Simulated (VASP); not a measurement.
# Si (I4_1/amd) in VASP: further runs

The runs below take Si through single point, with PBEsol.

Everything below comes from runs of VASP 6.6.1. Logs are shortened: lines on timing, memory, paths and dates and some standing lists are left out, and cuts for length are marked.

### 1 The cell of the first run

Symmetry: I4_1/amd, No. 141, tetragonal system. Conventional cell: a = 3.858 Å, b = 3.858 Å, c = 5.416 Å, α = 90.00°, β = 90.00°, γ = 90.00°. Si (site symmetry -4m2) has 4 Si at 2.36 Å within 3.1 Å.

### 2 Single point, PBEsol

Contents of INCAR:

```
SYSTEM = Si
PREC = Accurate
ENCUT = 500
EDIFF = 1E-6
ISMEAR = 0
SIGMA = 0.01
LREAL = .False.
LASPH = .True.
NELM = 120
ALGO = Normal
ISIF = 2
LWAVE = .False.
LCHARG = .False.
GGA = PS
NBANDS = 11
GGA_COMPAT = .False.
```

Contents of KPOINTS:

```
regular mesh
0
Gamma
  4 4 4
  0 0 0
```

Contents of POSCAR:

```
Si
1.0
    0.0000000000      2.7276977521      2.7081195127
    2.7276977521      0.0000000000      2.7081195127
    2.7276977521      2.7276977521      0.0000000000
Si
2
Direct
    0.0000000000      0.0000000000      0.0000000000
    0.2500000000      0.2500000000      0.2500000000
```

Potentials or basis: VASP PAW PBE potentials, release 64 (Si).

On the command line:

```sh
$ cat potpaw_PBE.64/Si/POTCAR > POTCAR
$ mpirun -np 1 vasp_std > vasp.out
```

OUTCAR:

```text
SYSTEM = Si
   PREC = Accurate
   ENCUT = 500
   EDIFF = 1E-6
   ISMEAR = 0
   LREAL = .False.
   LASPH = .True.
   NELM = 120
   ISIF = 2
   GGA = PS

 ion  position               nearest neighbor table
   1  0.000  0.000  0.000-   2 2.36   2 2.36   2 2.36   2 2.36
   2  0.250  0.250  0.250-   1 2.36   1 2.36   1 2.36   1 2.36

  LATTYP: Found a body centered tetragonal cell.
 ALAT       =     3.8575471551
 C/A-ratio  =     1.4040629467

  Lattice vectors:

 A1 = (   0.0000000000,  -2.7276977521,  -2.7081195127)
 A2 = (   0.0000000000,   2.7276977521,  -2.7081195127)
 A3 = (   2.7276977521,   0.0000000000,   2.7081195127)

Analysis of symmetry for initial positions (statically):
=====================================================================
 Subroutine PRICEL returns:
 Original cell was already a primitive cell.

 Routine SETGRP: Setting up the symmetry group for a
 body centered tetragonal supercell.

 Subroutine GETGRP returns: Found 16 space group operations
 (whereof  8 operations were pure point group operations)
 out of a pool of 16 trial point group operations.

The static configuration has the point symmetry D_2d.
 The point group associated with its full space group is D_4h.

Analysis of symmetry for dynamics (positions and initial velocities):
=====================================================================
 Subroutine PRICEL returns:
 Original cell was already a primitive cell.

 Routine SETGRP: Setting up the symmetry group for a
 body centered tetragonal supercell.

 Subroutine GETGRP returns: Found 16 space group operations
 (whereof  8 operations were pure point group operations)
 out of a pool of 16 trial point group operations.

The dynamic configuration has the point symmetry D_2d.
 The point group associated with its full space group is D_4h.

 Subroutine INISYM returns: Found 16 space group operations
 (whereof  8 operations are pure point group operations),
 and found     1 'primitive' translations

----------------------------------------------------------------------------------------

                                     Primitive cell

  volume of cell :      40.2986

  direct lattice vectors                    reciprocal lattice vectors
     0.000000000  2.727697752  2.708119513    -0.183304767  0.183304767  0.184629961
     2.727697752  0.000000000  2.708119513     0.183304767 -0.183304767  0.184629961
     2.727697752  2.727697752  0.000000000     0.183304767  0.183304767 -0.184629961

  length of vectors
     3.843728180  3.843728180  3.857547155     0.318260110  0.318260110  0.318260110

  position of ions in fractional coordinates (direct lattice)
     0.000000000  0.000000000  0.000000000
     0.250000000  0.250000000  0.250000000

  ion indices of the primitive-cell ions
   primitive index   ion index
                 1           1
                 2           2

----------------------------------------------------------------------------------------

 KPOINTS: regular mesh

Automatic generation of k-mesh.
 Grid dimensions read from file:
 generate k-points for:    4    4    4

 Generating k-lattice:

  Cartesian coordinates                     Fractional coordinates (reciprocal lattice)
    -0.045826192  0.045826192  0.046157490     0.250000000  0.000000000  0.000000000
     0.045826192 -0.045826192  0.046157490     0.000000000  0.250000000  0.000000000
     0.045826192  0.045826192 -0.046157490     0.000000000  0.000000000  0.250000000

  Length of vectors
     0.079565027  0.079565027  0.079565027

  Shift w.r.t. Gamma in fractional coordinates (k-lattice)
     0.000000000  0.000000000  0.000000000

 Subroutine IBZKPT returns following result:
 ===========================================

 Found     13 irreducible k-points:

 Following reciprocal coordinates:
            Coordinates               Weight
  0.000000  0.000000  0.000000      1.000000
  0.250000  0.000000  0.000000      8.000000
  0.500000  0.000000  0.000000      4.000000
  0.250000  0.250000  0.000000      2.000000
  0.500000  0.250000  0.000000      8.000000
 -0.250000  0.250000  0.000000      4.000000
  0.500000  0.500000  0.000000      1.000000
  0.250000  0.000000  0.250000      4.000000
  0.500000  0.000000  0.250000     16.000000
 -0.250000 -0.000000  0.250000      8.000000
 -0.250000  0.500000  0.250000      4.000000
  0.500000  0.000000  0.500000      2.000000
 -0.250000  0.250000  0.500000      2.000000
   k-points           NKPTS =     13   k-points in BZ     NKDIM =     13   number of bands    NBANDS=     11
   number of dos      NEDOS =    301   number of ions     NIONS =      2
   total plane-waves  NPLWV =  21952
   dimension x,y,z NGX =    28 NGY =   28 NGZ =   28
   dimension x,y,z NGXF=    56 NGYF=   56 NGZF=   56
   ions per type =               2
   NGX,Y,Z   is equivalent  to a cutoff of  12.11, 12.11, 12.07 a.u.
   NGXF,Y,Z  is equivalent  to a cutoff of  24.22, 24.22, 24.13 a.u.
 SYSTEM =  Si
   PREC   = accura    normal or accurate (medium, high low for compatibility)
   ISTART =      0    job   : 0-new  1-cont  2-samecut
   ICHARG =      2    charge: 1-file 2-atom 10-const
   ISPIN  =      1    spin polarized calculation?
   LNONCOLLINEAR =      F non collinear calculations
   LSORBIT =      F    spin-orbit coupling
   LASPH  =      T    aspherical Exc in radial PAW
   ENCUT  =  500.0 eV  36.75 Ry    6.06 a.u.   7.01  7.01  7.03*2*pi/ulx,y,z
   NELM   =    120;   NELMIN=  2; NELMDL= -5     # of ELM steps
   EDIFF  = 0.1E-05   stopping-criterion for ELM
   LREAL  =      F    real-space projection
   EDIFFG = 0.1E-04   stopping-criterion for IOM
   NSW    =      0    number of steps for IOM
   IBRION =     -1    ionic relax: 0-MD 1-quasi-New 2-CG
   NFREE  =      0    steps in history (QN), initial steepest desc. (CG)
   ISIF   =      2    stress and relaxation
   ISYM   =      2    0-nonsym 1-usesym 2-fastsym
   POTIM  = 0.5000    time-step for ionic-motion
   TEBEG  =    0.0;   TEEND  =   0.0 temperature during run
   PSTRESS=    0.0 pullay stress
   NELECT =       8.0000    total number of electrons
   NUPDOWN=      -1.0000    fix difference up-down
   EMIN   =  10.00;   EMAX   =-10.00  energy-range for DOS
   EFERMI =   0.00;   METHOD = LEGACY
   ISMEAR =     0;   SIGMA  =   0.01  broadening in eV -4-tet -1-fermi 0-gaus
   EFERMI_NEDOS =   21; number of points for ismear=-14 and -15
   IALGO  =     38    algorithm
   IMIX   =      4    mixing-type and parameters
     AMIX     =   0.40;   BMIX     =  1.00
     AMIX_MAG =   1.60;   BMIX_MAG =  1.00
  volume/ion in A,a.u.               =      20.15       135.97
  Fermi-wavevector in a.u.,A,eV,Ry     =   0.955010  1.804708 12.409121  0.912045
  Thomas-Fermi vector in A             =   2.083809
   LORBIT       =      0    0 simple, 1 ext, 2 COOP (PROOUT), +10 PAW based schemes
   GGA     = PS    functional components
   LHFCALC =     F    Hartree Fock is set to
   AEXX    =    0.0000 exact exchange contribution
   IVDW    =     0    specifies the selected vdW correction
   LEPSILON=     F    determine dielectric tensor
   LRPA    =     F    only Hartree local field effects (RPA)
 non-spin polarized calculation
 Gauss-broadening in eV      SIGMA  =   0.01
  energy-cutoff  :      500.00
  volume of cell :       40.30
 maximum number of plane-waves:      1036
   NGX = 13   NGY = 13   NGZ = 13

 number of electron       8.0000001 magnetization

 Free energy of the ion-electron system (eV)
  ---------------------------------------------------
  ext. energy  EPLUGINS =         0.00000000
  ---------------------------------------------------
  free energy    TOTEN  =       -11.29582435 eV

  energy without entropy =      -11.29582435  energy(sigma->0) =      -11.29582435

 E-fermi :   5.9207     XC(G=0):  -9.5075

 val. band max:        5.8045829880   @ k =   0.0000   0.0000   0.0000
 cond. band min:       6.3102050765   @ k =   0.5000   0.5000   0.0000
 fundamental gap:      0.5056220886
 Fermi energy:         5.9207062812

 k-point     1 :       0.0000    0.0000    0.0000
  band No.  band energies     occupation
      1      -6.1860      2.00000
      2       5.7548      2.00000
      3       5.7548      2.00000
      4       5.8046      2.00000
      5       8.2481      0.00000
      6       8.2738      0.00000
      7       8.2738      0.00000
      8       9.0220      0.00000
      9      13.3672      0.00000
     10      13.4387      0.00000
     11      13.4975      0.00000

 k-point     2 :       0.2500    0.0000    0.0000
  band No.  band energies     occupation
      1      -5.3865      2.00000
      2       1.8225      2.00000
      3       4.9798      2.00000
      4       5.0323      2.00000
      5       7.6968      0.00000
      6       9.1943      0.00000
      7       9.2158      0.00000
      8      12.5613      0.00000
      9      12.8602      0.00000
     10      12.8904      0.00000
     11      14.5110      0.00000

 k-point     3 :       0.5000    0.0000    0.0000
  band No.  band energies     occupation
      1      -3.8482      2.00000
      2      -1.2272      2.00000
      3       4.5347      2.00000
      4       4.6027      2.00000
      5       7.2010      0.00000
      6       8.9944      0.00000
      7       9.0528      0.00000
      8      13.2496      0.00000
      9      16.2069      0.00000
     10      16.2870      0.00000
     11      16.8810      0.00000
[... 113 lines left out ...]
 k-point    12 :       0.5000    0.0000    0.5000
  band No.  band energies     occupation
      1      -2.0581      2.00000
      2      -2.0581      2.00000
      3       2.9210      2.00000
      4       2.9210      2.00000
      5       6.3674      0.00000
      6       6.3674      0.00000
      7      15.7644      0.00000
      8      15.7644      0.00000
      9      16.6764      0.00000
     10      16.6764      0.00000
     11      18.2062      0.00000

 k-point    13 :      -0.2500    0.2500    0.5000
  band No.  band energies     occupation
      1      -1.8852      2.00000
      2      -1.8852      2.00000
      3       1.8707      2.00000
      4       1.8707      2.00000
      5       9.9833      0.00000
      6       9.9833      0.00000
      7      10.7424      0.00000
      8      10.7424      0.00000
      9      16.1690      0.00000
     10      16.1690      0.00000
     11      18.6030      0.00000

------------------------ aborting loop because EDIFF is reached ----------------------------------------

  FORCE on cell =-STRESS in cart. coord.  units (eV):
  Direction    XX          YY          ZZ          XY          YZ          ZX
  --------------------------------------------------------------------------------------
  -------------------------------------------------------------------------------------
  Total        0.0180410      0.0180410      0.1856313      0.0000000      0.0000000      0.0000000
  in kB        0.7172658      0.7172658      7.3802573      0.0000000      0.0000000      0.0000000
  external PRESSURE =       2.9382630 kB  Pullay stress =       0.0000000 kB

 VOLUME and BASIS-vectors are now :
 -----------------------------------------------------------------------------
  energy-cutoff  :      500.00
  volume of cell :       40.30
      direct lattice vectors                 reciprocal lattice vectors
     0.000000000  2.727697752  2.708119513    -0.183304767  0.183304767  0.184629961
     2.727697752  0.000000000  2.708119513     0.183304767 -0.183304767  0.184629961
     2.727697752  2.727697752  0.000000000     0.183304767  0.183304767 -0.184629961

 POSITION                                       TOTAL-FORCE (eV/Angst)
 -----------------------------------------------------------------------------------
      0.00000      0.00000      0.00000        -0.000000     -0.000000      0.000000
      1.36385      1.36385      1.35406         0.000000      0.000000     -0.000000
 -----------------------------------------------------------------------------------
    total drift:                                0.000000      0.000000     -0.000000

  FREE ENERGIE OF THE ION-ELECTRON SYSTEM (eV)
  ---------------------------------------------------
  free  energy   TOTEN  =       -11.2958243491 eV

  energy  without entropy=      -11.2958243491  energy(sigma->0) =      -11.29582435
```

It took 8.2 s on 1 thread of Intel Xeon Platinum 8259CL at 2.50GHz (Skylake/Cascade Lake), shared host; peak memory 0.14 GiB.

Results:

```
Free energy            : -11.2958 eV
Pressure               : 0.3 GPa
Band gap on the k mesh : 0.51 eV, indirect (least direct gap 2.44 eV)
```

Caveat: the k points lie up to 0.50 Å⁻¹ apart; the PAW data sets were made with another functional, which shifts forces and pressure a little.

[end of part 1 of 2]
